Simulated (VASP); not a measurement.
A run of VASP 6.6.1 is set up as follows.

File INCAR:

```
PREC = Accurate
ENCUT = 520
EDIFF = 1E-6
ISMEAR = 0
SIGMA = 0.05
LREAL = False
LASPH = True
NELM = 80
ALGO = Fast
ISIF = 2
LWAVE = False
LCHARG = False
GGA = PS
NBANDS = 16
```

KPOINTS

```
regular mesh
0
Gamma
  8 8 8
```

The input POSCAR:

```
BaRe
1.0
    3.9050762737      0.0000000000      0.0000000000
    0.0000000000      3.9050762737      0.0000000000
    0.0000000000      0.0000000000      3.9050762737
Ba Re
1 1
Direct
    0.0000000000      0.0000000000      0.0000000000
    0.5000000000      0.5000000000      0.5000000000
```

Potentials or basis: VASP PAW PBE potentials, release 64 (Ba_sv, Re).

Launch:

```bash
$ cat potpaw_PBE.64/Ba_sv/POTCAR potpaw_PBE.64/Re/POTCAR > POTCAR
$ mpirun -np 1 vasp_std > vasp.out
```

**Question.** What does it give for the pressure?

**Answer.** -7.3 GPa.

Caveat: the PAW data sets were made with another functional, which shifts forces and pressure a little.
